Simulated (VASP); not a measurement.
# ScPb3Cl6 (Fm-3m) in VASP: single point with PBE

Aim: the single point of ScPb3Cl6 with PBE.

All numbers are computed with VASP 6.6.1; they aren't measurements. Logs are shortened: lines on timing, memory, paths and dates and some standing lists are left out, and cuts for length are marked.

## 1. The cell of the first run

It takes space group Fm-3m (No. 225, cubic). Conventional cell: a = 10.764 Å, b = 10.764 Å, c = 10.764 Å, α = 90.00°, β = 90.00°, γ = 90.00°. Within 5.0 Å of Pb (site symmetry -43m) lie 12 Cl at 3.81 Å and 4 Pb at 4.66 Å and 4 Sc at 4.66 Å. Pb (site symmetry m-3m) has 6 Cl at 2.87 Å within 3.8 Å. Within 3.3 Å of Cl (site symmetry 4mm) lie 1 Sc at 2.51 Å and 1 Pb at 2.87 Å. Within 3.3 Å of Sc (site symmetry m-3m) lie 6 Cl at 2.51 Å.

## 2. Single point, PBE

INCAR reads:

```
PREC = Accurate
ENCUT = 520
EDIFF = 1E-7
ISMEAR = -1
SIGMA = 0.1312
LREAL = False
LASPH = True
NELM = 100
ALGO = Normal
ISIF = 2
LWAVE = False
LCHARG = False
GGA = PE
NBANDS = 58
```

KPOINTS reads:

```
Automatic mesh
0
Gamma
  6 6 6
```

POSCAR reads:

```
ScPb3Cl6
1.0
    0.0000000000      5.3820537788      5.3820537788
    5.3820537788      0.0000000000      5.3820537788
    5.3820537788      5.3820537788      0.0000000000
Pb Cl Sc
3 6 1
Direct
    0.2500000000      0.2500000000      0.2500000000
    0.7500000000      0.7500000000      0.7500000000
    0.5000000000      0.5000000000      0.5000000000
    0.2329128384      0.7670871616      0.7670871616
    0.7670871616      0.2329128384      0.7670871616
    0.7670871616      0.2329128384      0.2329128384
    0.2329128384      0.7670871616      0.2329128384
    0.7670871616      0.7670871616      0.2329128384
    0.2329128384      0.2329128384      0.7670871616
    0.0000000000      0.0000000000      0.0000000000
```

Potentials or basis: VASP PAW PBE potentials, release 64 (Pb_d, Cl, Sc_sv).

The run is started by

```bash
cat potpaw_PBE.64/Pb_d/POTCAR potpaw_PBE.64/Cl/POTCAR potpaw_PBE.64/Sc_sv/POTCAR > POTCAR
mpirun -np 1 vasp_std > vasp.out
```

OUTCAR:

```text
PREC = Accurate
   ENCUT = 520
   EDIFF = 1E-7
   ISMEAR = -1
   LREAL = False
   LASPH = True
   NELM = 100
   ISIF = 2
   GGA = PE

 ion  position               nearest neighbor table
   1  0.250  0.250  0.250-
   2  0.750  0.750  0.750-
   3  0.500  0.500  0.500-   4 2.87   5 2.87   6 2.87   7 2.87   8 2.87   9 2.87
   4  0.233  0.767  0.767-  10 2.51   3 2.87
   5  0.767  0.233  0.767-  10 2.51   3 2.87
   6  0.767  0.233  0.233-  10 2.51   3 2.87
   7  0.233  0.767  0.233-  10 2.51   3 2.87
   8  0.767  0.767  0.233-  10 2.51   3 2.87
   9  0.233  0.233  0.767-  10 2.51   3 2.87
  10  0.000  0.000  0.000-   4 2.51   5 2.51   6 2.51   7 2.51   8 2.51   9 2.51

  LATTYP: Found a face centered cubic cell.
 ALAT       =    10.7641075576

  Lattice vectors:

 A1 = (   0.0000000000,   5.3820537788,   5.3820537788)
 A2 = (   5.3820537788,   0.0000000000,   5.3820537788)
 A3 = (   5.3820537788,   5.3820537788,   0.0000000000)

Analysis of symmetry for initial positions (statically):
=====================================================================
 Subroutine PRICEL returns:
 Original cell was already a primitive cell.

 Routine SETGRP: Setting up the symmetry group for a
 face centered cubic supercell.

 Subroutine GETGRP returns: Found 48 space group operations
 (whereof 48 operations were pure point group operations)
 out of a pool of 48 trial point group operations.

The static configuration has the point symmetry O_h .

Analysis of symmetry for dynamics (positions and initial velocities):
=====================================================================
 Subroutine PRICEL returns:
 Original cell was already a primitive cell.

 Routine SETGRP: Setting up the symmetry group for a
 face centered cubic supercell.

 Subroutine GETGRP returns: Found 48 space group operations
 (whereof 48 operations were pure point group operations)
 out of a pool of 48 trial point group operations.

The dynamic configuration has the point symmetry O_h .

 Subroutine INISYM returns: Found 48 space group operations
 (whereof 48 operations are pure point group operations),
 and found     1 'primitive' translations

----------------------------------------------------------------------------------------

                                     Primitive cell

  volume of cell :     311.7986

  direct lattice vectors                    reciprocal lattice vectors
     0.000000000  5.382053779  5.382053779    -0.092901339  0.092901339  0.092901339
     5.382053779  0.000000000  5.382053779     0.092901339 -0.092901339  0.092901339
     5.382053779  5.382053779  0.000000000     0.092901339  0.092901339 -0.092901339

  length of vectors
     7.611373447  7.611373447  7.611373447     0.160909838  0.160909838  0.160909838

  position of ions in fractional coordinates (direct lattice)
     0.250000000  0.250000000  0.250000000
     0.750000000  0.750000000  0.750000000
     0.500000000  0.500000000  0.500000000
     0.232912838  0.767087162  0.767087162
     0.767087162  0.232912838  0.767087162
     0.767087162  0.232912838  0.232912838
     0.232912838  0.767087162  0.232912838
     0.767087162  0.767087162  0.232912838
     0.232912838  0.232912838  0.767087162
     0.000000000  0.000000000  0.000000000

  ion indices of the primitive-cell ions
   primitive index   ion index
                 1           1
                 2           2
                 3           3
                 4           4
                 5           5
                 6           6
                 7           7
                 8           8
                 9           9
                10          10

----------------------------------------------------------------------------------------

 KPOINTS: Automatic mesh

Automatic generation of k-mesh.
 Grid dimensions read from file:
 generate k-points for:    6    6    6

 Generating k-lattice:

  Cartesian coordinates                     Fractional coordinates (reciprocal lattice)
    -0.015483556  0.015483556  0.015483556     0.166666667  0.000000000  0.000000000
     0.015483556 -0.015483556  0.015483556     0.000000000  0.166666667  0.000000000
     0.015483556  0.015483556 -0.015483556     0.000000000  0.000000000  0.166666667

  Length of vectors
     0.026818306  0.026818306  0.026818306

  Shift w.r.t. Gamma in fractional coordinates (k-lattice)
     0.000000000  0.000000000  0.000000000

 Subroutine IBZKPT returns following result:
 ===========================================

 Found     16 irreducible k-points:

 Following reciprocal coordinates:
            Coordinates               Weight
  0.000000  0.000000  0.000000      1.000000
  0.166667  0.000000  0.000000      8.000000
  0.333333  0.000000  0.000000      8.000000
  0.500000  0.000000  0.000000      4.000000
  0.166667  0.166667  0.000000      6.000000
  0.333333  0.166667  0.000000     24.000000
[... 8 lines left out ...]
 -0.333333  0.333333  0.166667     24.000000
 -0.333333  0.500000  0.166667     12.000000
   k-points           NKPTS =     16   k-points in BZ     NKDIM =     16   number of bands    NBANDS=     58
   number of dos      NEDOS =    301   number of ions     NIONS =     10
   total plane-waves  NPLWV = 216000
   dimension x,y,z NGX =    60 NGY =   60 NGZ =   60
   dimension x,y,z NGXF=   120 NGYF=  120 NGZF=  120
   ions per type =               3   6   1
   NGX,Y,Z   is equivalent  to a cutoff of  13.11, 13.11, 13.11 a.u.
   NGXF,Y,Z  is equivalent  to a cutoff of  26.21, 26.21, 26.21 a.u.
 SYSTEM =  unknown system
   PREC   = accura    normal or accurate (medium, high low for compatibility)
   ISTART =      0    job   : 0-new  1-cont  2-samecut
   ICHARG =      2    charge: 1-file 2-atom 10-const
   ISPIN  =      1    spin polarized calculation?
   LNONCOLLINEAR =      F non collinear calculations
   LSORBIT =      F    spin-orbit coupling
   LASPH  =      T    aspherical Exc in radial PAW
   ENCUT  =  520.0 eV  38.22 Ry    6.18 a.u.  14.15 14.15 14.15*2*pi/ulx,y,z
   NELM   =    100;   NELMIN=  2; NELMDL= -5     # of ELM steps
   EDIFF  = 0.1E-06   stopping-criterion for ELM
   LREAL  =      F    real-space projection
   EDIFFG = 0.1E-05   stopping-criterion for IOM
   NSW    =      0    number of steps for IOM
   IBRION =     -1    ionic relax: 0-MD 1-quasi-New 2-CG
   NFREE  =      0    steps in history (QN), initial steepest desc. (CG)
   ISIF   =      2    stress and relaxation
   ISYM   =      2    0-nonsym 1-usesym 2-fastsym
   POTIM  = 0.5000    time-step for ionic-motion
   TEBEG  =    0.0;   TEEND  =   0.0 temperature during run
   PSTRESS=    0.0 pullay stress
   NELECT =      95.0000    total number of electrons
   NUPDOWN=      -1.0000    fix difference up-down
   EMIN   =  10.00;   EMAX   =-10.00  energy-range for DOS
   EFERMI =   0.00;   METHOD = LEGACY
   ISMEAR =    -1;   SIGMA  =   0.13  broadening in eV -4-tet -1-fermi 0-gaus
   EFERMI_NEDOS =   21; number of points for ismear=-14 and -15
   IALGO  =     38    algorithm
   IMIX   =      4    mixing-type and parameters
     AMIX     =   0.40;   BMIX     =  1.00
     AMIX_MAG =   1.60;   BMIX_MAG =  1.00
  volume/ion in A,a.u.               =      31.18       210.41
  Fermi-wavevector in a.u.,A,eV,Ry     =   1.101602  2.081726 16.511033  1.213527
  Thomas-Fermi vector in A             =   2.238032
   LORBIT       =      0    0 simple, 1 ext, 2 COOP (PROOUT), +10 PAW based schemes
   GGA     = PE    functional components
   LHFCALC =     F    Hartree Fock is set to
   AEXX    =    0.0000 exact exchange contribution
   IVDW    =     0    specifies the selected vdW correction
   LEPSILON=     F    determine dielectric tensor
   LRPA    =     F    only Hartree local field effects (RPA)
 non-spin polarized calculation
  energy-cutoff  :      520.00
  volume of cell :      311.80
 maximum number of plane-waves:      8423
 NGX is ok and might be reduce to    60
   NGX = 29   NGY = 29   NGZ = 29

 number of electron      95.0000002 magnetization

 Free energy of the ion-electron system (eV)
  ---------------------------------------------------
  ext. energy  EPLUGINS =         0.00000000
  ---------------------------------------------------
  free energy    TOTEN  =       -37.41618227 eV

  energy without entropy =      -36.89544380  energy(sigma->0) =      -37.15581304

 E-fermi :   4.0498     XC(G=0):  -8.3773

 val. band max:        4.0419414007   @ k =  -0.3333   0.3333   0.0000
 cond. band min:       4.0866070837   @ k =  -0.3333   0.5000   0.1667
 fundamental gap:      0.0446656830
 Fermi energy:         4.0498494823

 k-point     1 :       0.0000    0.0000    0.0000
  band No.  band energies     occupation
      1     -47.3110      2.00000
      2     -25.9438      2.00000
      3     -25.9438      2.00000
      4     -25.9438      2.00000
      5     -14.7102      2.00000
      6     -14.7102      2.00000
[... 50 lines left out ...]
     57       5.4779      0.00004
     58       5.4779      0.00004

 k-point     2 :       0.1667    0.0000    0.0000
  band No.  band energies     occupation
      1     -47.3110      2.00000
      2     -25.9438      2.00000
      3     -25.9438      2.00000
      4     -25.9438      2.00000
      5     -14.7102      2.00000
      6     -14.7102      2.00000
[... 50 lines left out ...]
     57       5.2685      0.00018
     58       5.4248      0.00006

 k-point     3 :       0.3333    0.0000    0.0000
  band No.  band energies     occupation
      1     -47.3110      2.00000
      2     -25.9438      2.00000
      3     -25.9438      2.00000
      4     -25.9438      2.00000
      5     -14.7102      2.00000
      6     -14.7102      2.00000
[... 728 lines left out ...]
      3     -25.9438      2.00000
      4     -25.9438      2.00000
      5     -14.7132      2.00000
      6     -14.7101      2.00000
[... 50 lines left out ...]
     57       5.5498      0.00002
     58       5.8284      0.00000

 k-point    16 :      -0.3333    0.5000    0.1667
  band No.  band energies     occupation
      1     -47.3110      2.00000
      2     -25.9438      2.00000
      3     -25.9438      2.00000
      4     -25.9438      2.00000
      5     -14.7145      2.00000
      6     -14.7100      2.00000
[... 50 lines left out ...]
     57       5.9494      0.00000
     58       6.0245      0.00000

------------------------ aborting loop because EDIFF is reached ----------------------------------------

  FORCE on cell =-STRESS in cart. coord.  units (eV):
  Direction    XX          YY          ZZ          XY          YZ          ZX
  --------------------------------------------------------------------------------------
  -------------------------------------------------------------------------------------
  Total       -0.0339250     -0.0339250     -0.0339250      0.0000000      0.0000000     -0.0000000
  in kB       -0.1743236     -0.1743236     -0.1743236      0.0000000      0.0000000     -0.0000000
  external PRESSURE =      -0.1743236 kB  Pullay stress =       0.0000000 kB

 VOLUME and BASIS-vectors are now :
 -----------------------------------------------------------------------------
  energy-cutoff  :      520.00
  volume of cell :      311.80
      direct lattice vectors                 reciprocal lattice vectors
     0.000000000  5.382053779  5.382053779    -0.092901339  0.092901339  0.092901339
     5.382053779  0.000000000  5.382053779     0.092901339 -0.092901339  0.092901339
     5.382053779  5.382053779  0.000000000     0.092901339  0.092901339 -0.092901339

 POSITION                                       TOTAL-FORCE (eV/Angst)
 -----------------------------------------------------------------------------------
      2.69103      2.69103      2.69103         0.000000     -0.000000      0.000000
      8.07308      8.07308      8.07308        -0.000000     -0.000000     -0.000000
      5.38205      5.38205      5.38205        -0.000000     -0.000000     -0.000000
      8.25701      5.38205      5.38205        -0.017491     -0.000000     -0.000000
      5.38205      8.25701      5.38205        -0.000000     -0.017491     -0.000000
      2.50710      5.38205      5.38205         0.017491     -0.000000     -0.000000
      5.38205      2.50710      5.38205        -0.000000      0.017491     -0.000000
      5.38205      5.38205      8.25701        -0.000000     -0.000000     -0.017491
      5.38205      5.38205      2.50710        -0.000000     -0.000000      0.017491
      0.00000      0.00000      0.00000        -0.000000     -0.000000      0.000000
 -----------------------------------------------------------------------------------
    total drift:                                0.000000      0.000000     -0.000000

  FREE ENERGIE OF THE ION-ELECTRON SYSTEM (eV)
  ---------------------------------------------------
  free  energy   TOTEN  =       -37.4161822712 eV

  energy  without entropy=      -36.8954438021  energy(sigma->0) =      -37.15581304
```

Wall time 7.8 min (1 thread of AMD EPYC 7R13 (Zen 3), shared host); peak memory 0.62 GiB.

What came out:

- Free energy: -37.4162 eV
- Pressure: 0.0 GPa
- Largest force: 0.017 eV/Å
- Band gap on the k mesh: zero (an odd number of electrons rules out a gap without spin polarisation)

Forces on the atoms (eV/Å):
```
Pb   0.000  0.000  0.000
Pb   0.000  0.000  0.000
Pb   0.000  0.000  0.000
Cl  -0.017  0.000  0.000
Cl   0.000 -0.017  0.000
Cl   0.017  0.000  0.000
Cl   0.000  0.017  0.000
Cl   0.000  0.000 -0.017
Cl   0.000  0.000  0.017
Sc   0.000  0.000  0.000
```

Caveat: spin-orbit coupling is left out, which moves the levels of the heavy elements; an odd number of electrons without spin polarisation forces a metal; a magnetic or distorted state may lie lower.

The gap in the log of VASP goes by the Fermi energy; the results here count the filled bands.